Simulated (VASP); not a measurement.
# KTaO3 (Pm-3m) in VASP: a series of runs

KTaO3 is run at these levels: LDA; tasks: electric field gradients.

All numbers are computed with VASP 6.6.1; they aren't measurements. Logs are shortened: lines on timing, memory, paths and dates and some standing lists are left out, and cuts for length are marked.

### Step 1. The cell of the first run

Symmetry: Pm-3m, No. 221, cubic system. Conventional cell: a = 4.067 Å, b = 4.067 Å, c = 4.067 Å, α = 90.00°, β = 90.00°, γ = 90.00°. K (site symmetry m-3m) has 12 O at 2.88 Å and 8 Ta at 3.52 Å within 3.8 Å. Ta (site symmetry m-3m) has 6 O at 2.03 Å within 2.7 Å. Within 2.7 Å of O (site symmetry 4/mmm) lie 2 Ta at 2.03 Å.

### Step 2. Electric field gradients, LDA (volume scaled by 1.06)

INCAR

```
ALGO     = Normal         # electronic algorithm
EDIFF    = 1E-8           # SCF threshold, eV
ENCUT    = 520            # plane-wave cutoff, eV
GGA      = CA             # functional
ISIF     = 2              # what is computed and relaxed
ISMEAR   = -1             # smearing method
LASPH    = T              # aspherical terms in the spheres
LCHARG   = F              # write CHGCAR
LEFG     = T            
LREAL    = F              # projectors in reciprocal space
LWAVE    = F              # write WAVECAR
NBANDS   = 27             # bands
NELM     = 100            # most SCF steps
PREC     = Accurate       # precision mode
SIGMA    = 0.01           # smearing width, eV
```

KPOINTS

```
k-points
0
Gamma
  5 5 5
```

POSCAR

```
KTaO3
1.0
    4.0665218197      0.0000000000      0.0000000000
    0.0000000000      4.0665218197      0.0000000000
    0.0000000000      0.0000000000      4.0665218197
K Ta O
1 1 3
Direct
    0.5000000000      0.5000000000      0.5000000000
    0.0000000000      0.0000000000      0.0000000000
    0.5000000000      0.0000000000      0.0000000000
    0.0000000000      0.5000000000      0.0000000000
    0.0000000000      0.0000000000      0.5000000000
```

Potentials or basis: VASP PAW LDA potentials, release 64 (K_sv, Ta_pv, O).

Command:

```sh
$ cat potpaw_LDA.64/K_sv/POTCAR potpaw_LDA.64/Ta_pv/POTCAR potpaw_LDA.64/O/POTCAR > POTCAR
$ mpirun -np 1 vasp_std > vasp.out
```

OUTCAR:

```text
EDIFF = 1E-8
   ENCUT = 520
   GGA = CA
   ISIF = 2
   ISMEAR = -1
   LASPH = T
   LREAL = F
   NELM = 100
   PREC = Accurate

 ion  position               nearest neighbor table
   1  0.500  0.500  0.500-   3 2.88   4 2.88   5 2.88   3 2.88   4 2.88   3 2.88   5 2.88   3 2.88
                             4 2.88   5 2.88   4 2.88   5 2.88   2 3.52   2 3.52   2 3.52   2 3.52
   2  0.000  0.000  0.000-   3 2.03   4 2.03   5 2.03   5 2.03   4 2.03   3 2.03   1 3.52   1 3.52
                             1 3.52   1 3.52   1 3.52   1 3.52   1 3.52   1 3.52
   3  0.500  0.000  0.000-   2 2.03   2 2.03   1 2.88   1 2.88   1 2.88   1 2.88
   4  0.000  0.500  0.000-   2 2.03   2 2.03   1 2.88   1 2.88   1 2.88   1 2.88
   5  0.000  0.000  0.500-   2 2.03   2 2.03   1 2.88   1 2.88   1 2.88   1 2.88

  LATTYP: Found a simple cubic cell.
 ALAT       =     4.0665218197

  Lattice vectors:

 A1 = (   4.0665218197,   0.0000000000,   0.0000000000)
 A2 = (   0.0000000000,   4.0665218197,   0.0000000000)
 A3 = (   0.0000000000,   0.0000000000,   4.0665218197)

Analysis of symmetry for initial positions (statically):
=====================================================================
 Subroutine PRICEL returns:
 Original cell was already a primitive cell.

 Routine SETGRP: Setting up the symmetry group for a
 simple cubic supercell.

 Subroutine GETGRP returns: Found 48 space group operations
 (whereof 48 operations were pure point group operations)
 out of a pool of 48 trial point group operations.

The static configuration has the point symmetry O_h .

Analysis of symmetry for dynamics (positions and initial velocities):
=====================================================================
 Subroutine PRICEL returns:
 Original cell was already a primitive cell.

 Routine SETGRP: Setting up the symmetry group for a
 simple cubic supercell.

 Subroutine GETGRP returns: Found 48 space group operations
 (whereof 48 operations were pure point group operations)
 out of a pool of 48 trial point group operations.

The dynamic configuration has the point symmetry O_h .

 Subroutine INISYM returns: Found 48 space group operations
 (whereof 48 operations are pure point group operations),
 and found     1 'primitive' translations

----------------------------------------------------------------------------------------

                                     Primitive cell

  volume of cell :      67.2464

  direct lattice vectors                    reciprocal lattice vectors
     4.066521820  0.000000000  0.000000000     0.245910398  0.000000000  0.000000000
     0.000000000  4.066521820  0.000000000     0.000000000  0.245910398  0.000000000
     0.000000000  0.000000000  4.066521820     0.000000000  0.000000000  0.245910398

  length of vectors
     4.066521820  4.066521820  4.066521820     0.245910398  0.245910398  0.245910398

  position of ions in fractional coordinates (direct lattice)
     0.500000000  0.500000000  0.500000000
     0.000000000  0.000000000  0.000000000
     0.500000000  0.000000000  0.000000000
     0.000000000  0.500000000  0.000000000
     0.000000000  0.000000000  0.500000000

  ion indices of the primitive-cell ions
   primitive index   ion index
                 1           1
                 2           2
                 3           3
                 4           4
                 5           5

----------------------------------------------------------------------------------------

 KPOINTS: k-points

Automatic generation of k-mesh.
 Grid dimensions read from file:
 generate k-points for:    5    5    5

 Generating k-lattice:

  Cartesian coordinates                     Fractional coordinates (reciprocal lattice)
     0.049182080  0.000000000  0.000000000     0.200000000  0.000000000  0.000000000
     0.000000000  0.049182080  0.000000000     0.000000000  0.200000000  0.000000000
     0.000000000  0.000000000  0.049182080     0.000000000  0.000000000  0.200000000

  Length of vectors
     0.049182080  0.049182080  0.049182080

  Shift w.r.t. Gamma in fractional coordinates (k-lattice)
     0.000000000  0.000000000  0.000000000

 Subroutine IBZKPT returns following result:
 ===========================================

 Found     10 irreducible k-points:

 Following reciprocal coordinates:
            Coordinates               Weight
  0.000000  0.000000  0.000000      1.000000
  0.200000  0.000000  0.000000      6.000000
  0.400000  0.000000  0.000000      6.000000
  0.200000  0.200000  0.000000     12.000000
  0.400000  0.200000  0.000000     24.000000
  0.400000  0.400000  0.000000     12.000000
  0.200000  0.200000  0.200000      8.000000
  0.400000  0.200000  0.200000     24.000000
  0.400000  0.400000  0.200000     24.000000
  0.400000  0.400000  0.400000      8.000000
   k-points           NKPTS =     10   k-points in BZ     NKDIM =     10   number of bands    NBANDS=     27
   number of dos      NEDOS =    301   number of ions     NIONS =      5
   total plane-waves  NPLWV =  27000
   dimension x,y,z NGX =    30 NGY =   30 NGZ =   30
   dimension x,y,z NGXF=    60 NGYF=   60 NGZF=   60
   ions per type =               1   1   3
   NGX,Y,Z   is equivalent  to a cutoff of  12.26, 12.26, 12.26 a.u.
   NGXF,Y,Z  is equivalent  to a cutoff of  24.53, 24.53, 24.53 a.u.
 SYSTEM =  unknown system
   PREC   = accura    normal or accurate (medium, high low for compatibility)
   ISTART =      0    job   : 0-new  1-cont  2-samecut
   ICHARG =      2    charge: 1-file 2-atom 10-const
   ISPIN  =      1    spin polarized calculation?
   LNONCOLLINEAR =      F non collinear calculations
   LSORBIT =      F    spin-orbit coupling
   LASPH  =      T    aspherical Exc in radial PAW
   ENCUT  =  520.0 eV  38.22 Ry    6.18 a.u.   7.56  7.56  7.56*2*pi/ulx,y,z
   NELM   =    100;   NELMIN=  2; NELMDL= -5     # of ELM steps
   EDIFF  = 0.1E-07   stopping-criterion for ELM
   LREAL  =      F    real-space projection
   EDIFFG = 0.1E-06   stopping-criterion for IOM
   NSW    =      0    number of steps for IOM
   IBRION =     -1    ionic relax: 0-MD 1-quasi-New 2-CG
   NFREE  =      0    steps in history (QN), initial steepest desc. (CG)
   ISIF   =      2    stress and relaxation
   ISYM   =      2    0-nonsym 1-usesym 2-fastsym
   POTIM  = 0.5000    time-step for ionic-motion
   TEBEG  =    0.0;   TEEND  =   0.0 temperature during run
   PSTRESS=    0.0 pullay stress
   NELECT =      38.0000    total number of electrons
   NUPDOWN=      -1.0000    fix difference up-down
   EMIN   =  10.00;   EMAX   =-10.00  energy-range for DOS
   EFERMI =   0.00;   METHOD = LEGACY
   ISMEAR =    -1;   SIGMA  =   0.01  broadening in eV -4-tet -1-fermi 0-gaus
   EFERMI_NEDOS =   21; number of points for ismear=-14 and -15
   IALGO  =     38    algorithm
   IMIX   =      4    mixing-type and parameters
     AMIX     =   0.40;   BMIX     =  1.00
     AMIX_MAG =   1.60;   BMIX_MAG =  1.00
  volume/ion in A,a.u.               =      13.45        90.76
  Fermi-wavevector in a.u.,A,eV,Ry     =   1.353463  2.557673 24.923982  1.831861
  Thomas-Fermi vector in A             =   2.480716
   LORBIT       =      0    0 simple, 1 ext, 2 COOP (PROOUT), +10 PAW based schemes
   GGA     = CA    functional components
   LHFCALC =     F    Hartree Fock is set to
   AEXX    =    0.0000 exact exchange contribution
   IVDW    =     0    specifies the selected vdW correction
   LEPSILON=     F    determine dielectric tensor
   LRPA    =     F    only Hartree local field effects (RPA)
 non-spin polarized calculation
  energy-cutoff  :      520.00
  volume of cell :       67.25
 maximum number of plane-waves:      1839
 NGX is ok and might be reduce to    30
   NGX = 15   NGY = 15   NGZ = 15

 number of electron      37.9999984 magnetization

 Free energy of the ion-electron system (eV)
  ---------------------------------------------------
  ext. energy  EPLUGINS =         0.00000000
  ---------------------------------------------------
  free energy    TOTEN  =       -44.80916167 eV

  energy without entropy =      -44.80916167  energy(sigma->0) =      -44.80916167

 E-fermi :   1.2662     XC(G=0): -11.1342

 val. band max:        1.0223748197   @ k =   0.4000   0.4000   0.4000
 cond. band min:       3.0233004899   @ k =   0.0000   0.0000   0.0000
 fundamental gap:      2.0009256703
 Fermi energy:         1.2662125388

 k-point     1 :       0.0000    0.0000    0.0000
  band No.  band energies     occupation
      1     -33.0446      2.00000
      2     -33.0446      2.00000
      3     -33.0446      2.00000
      4     -25.7948      2.00000
      5     -15.9194      2.00000
      6     -15.2015      2.00000
[... 19 lines left out ...]
     26       8.8906      0.00000
     27       8.8906      0.00000

 k-point     2 :       0.2000    0.0000    0.0000
  band No.  band energies     occupation
      1     -33.0681      2.00000
      2     -33.0437      2.00000
      3     -33.0437      2.00000
      4     -25.7871      2.00000
      5     -15.8339      2.00000
      6     -15.1941      2.00000
[... 232 lines left out ...]
 k-point    10 :       0.4000    0.4000    0.4000
  band No.  band energies     occupation
      1     -33.1002      2.00000
      2     -33.1000      2.00000
      3     -33.1000      2.00000
      4     -25.7505      2.00000
      5     -14.6146      2.00000
      6     -14.5055      2.00000
[... 19 lines left out ...]
     26      11.7123      0.00000
     27      12.2922      0.00000

------------------------ aborting loop because EDIFF is reached ----------------------------------------

  FORCE on cell =-STRESS in cart. coord.  units (eV):
  Direction    XX          YY          ZZ          XY          YZ          ZX
  --------------------------------------------------------------------------------------
  -------------------------------------------------------------------------------------
  Total       -6.0892928     -6.0892928     -6.0892928      0.0000000     -0.0000000      0.0000000
  in kB     -145.0801917   -145.0801917   -145.0801917      0.0000000     -0.0000000      0.0000000
  external PRESSURE =    -145.0801917 kB  Pullay stress =       0.0000000 kB

 VOLUME and BASIS-vectors are now :
 -----------------------------------------------------------------------------
  energy-cutoff  :      520.00
  volume of cell :       67.25
      direct lattice vectors                 reciprocal lattice vectors
     4.066521820  0.000000000  0.000000000     0.245910398  0.000000000  0.000000000
     0.000000000  4.066521820  0.000000000     0.000000000  0.245910398  0.000000000
     0.000000000  0.000000000  4.066521820     0.000000000  0.000000000  0.245910398

 POSITION                                       TOTAL-FORCE (eV/Angst)
 -----------------------------------------------------------------------------------
      2.03326      2.03326      2.03326         0.000000      0.000000      0.000000
      0.00000      0.00000      0.00000         0.000000      0.000000      0.000000
      2.03326      0.00000      0.00000         0.000000      0.000000      0.000000
      0.00000      2.03326      0.00000         0.000000      0.000000      0.000000
      0.00000      0.00000      2.03326         0.000000      0.000000      0.000000
 -----------------------------------------------------------------------------------
    total drift:                                0.000000     -0.000000      0.000000

  FREE ENERGIE OF THE ION-ELECTRON SYSTEM (eV)
  ---------------------------------------------------
  free  energy   TOTEN  =       -44.8091616673 eV

  energy  without entropy=      -44.8091616673  energy(sigma->0) =      -44.80916167

 Electric field gradients (V/A^2)
---------------------------------------------------------------------
 ion       V_xx      V_yy      V_zz      V_xy      V_xz      V_yz
---------------------------------------------------------------------
   1      -0.000    -0.000     0.000    -0.000     0.000     0.000
   2      -0.000     0.000     0.000     0.000     0.000    -0.000
   3      23.284   -11.642   -11.642     0.000     0.000     0.000
   4     -11.642    23.284   -11.642     0.000     0.000    -0.000
   5     -11.642   -11.642    23.284    -0.000     0.000    -0.000
---------------------------------------------------------------------

 Electric field gradients after diagonalization (V/A^2)
 (convention: |V_zz| > |V_xx| > |V_yy|)
----------------------------------------------------------------------
 ion       V_xx      V_yy      V_zz     asymmetry (V_yy - V_xx)/ V_zz
----------------------------------------------------------------------
   1      -0.000    -0.000     0.000       0.073
   2       0.000    -0.000     0.000      -0.151
   3     -11.642   -11.642    23.284       0.000
   4     -11.642   -11.642    23.284       0.000
   5     -11.642   -11.642    23.284       0.000
----------------------------------------------------------------------

           NMR quadrupolar parameters

 Cq : quadrupolar parameter    Cq=e*Q*V_zz/h
 eta: asymmetry parameters     (V_yy - V_xx)/ V_zz
 Q  : nuclear electric quadrupole moment in mb (millibarn)
----------------------------------------------------------------------
 ion       Cq(MHz)       eta       Q (mb)
----------------------------------------------------------------------
   1       0.000       0.073       1.000
   2       0.000      -0.151       1.000
   3       0.056       0.000       1.000
   4       0.056       0.000       1.000
   5       0.056       0.000       1.000
----------------------------------------------------------------------
```

Wall time 15 s (1 thread of Intel Xeon Platinum 8488C (Sapphire Rapids), shared host); peak memory 0.15 GiB.

Results:

```
Free energy            : -44.8092 eV
Pressure               : -14.5 GPa
Band gap on the k mesh : 2.00 eV, indirect (least direct gap 2.54 eV)
```

Levels at points of the mesh, in eV from the valence-band top:
| k point | band 17 | band 18 | band 19 | band 20 | band 21 | band 22 |
| --- | --- | --- | --- | --- | --- | --- |
| (0.00, 0.00, 0.00) | -0.54 | -0.54 | -0.54 | 2.00 | 2.00 | 2.00 |

Electric field gradients, principal values (V/Å²):
| atom | least | middle | greatest (by size) |
| --- | --- | --- | --- |
| 1 K | 0.000 | 0.000 | 0.000 |
| 2 Ta | 0.000 | 0.000 | 0.000 |
| 3 O | -11.642 | -11.642 | 23.284 |
| 4 O | -11.642 | -11.642 | 23.284 |
| 5 O | -11.642 | -11.642 | 23.284 |

Caveat: without QUAD_EFG the Cq values of the log hold for a quadrupole moment of 1 mb, not for the nuclei; spin-orbit coupling is left out, which moves the levels of the heavy elements.

(Continued in part 2 of 2.)
